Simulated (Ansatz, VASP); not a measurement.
# CaLuH5 in VASP and in Ansatz

```
Ca Lu H
1.0
     3.71731    0.00000    0.00000
     0.00000    3.71731    0.00000
     0.00000    0.00000    5.97887
Ca Lu H
1 1 5
Direct
  0.00000 0.00000 0.00000
  0.00000 0.00000 0.50000
  0.00000 0.50000 0.30213
  0.00000 0.50000 0.69787
  0.50000 0.00000 0.30213
  0.50000 0.00000 0.69787
  0.50000 0.50000 0.00000
```

Change from the starting cell: species swapped into the GdIn5Rh type (P4/mmm, No. 123).

Alike in both runs: task single point; functional PBE; k mesh 6 × 6 × 4; occupations gaussian, width 0.1 eV; no spin polarisation.

```csv
,VASP,Ansatz
version,VASP 6.6.1,Ansatz 0.2.0
potentials or method,"VASP PAW PBE potentials, release 64 (Ca_sv, Lu, H), cutoff 520 eV","scalar-relativistic, plane waves, PAW"
valence electrons in the cell,40,40
```

Ansatz gave:

```
gap on the k mesh at the Fermi level (eV)                     : none
pressure (GPa)                                                : -2.5
traceless stress, the component that is largest in VASP (GPa) : 17.87
rms of the force components (eV/Å)                            : 0.043
```

Task: Estimate VASP's values.

Result: gap on the k mesh at the Fermi level (eV): none; pressure (GPa): -2.4; traceless stress, the component that is largest in VASP (GPa): 17.91; rms of the force components (eV/Å): 0.046.

Atom by atom the forces differ by 0.002 eV/Å (rms over components). A gap of «none» marks a metal or a gap that the smearing closes.

Spin-orbit coupling is off throughout.
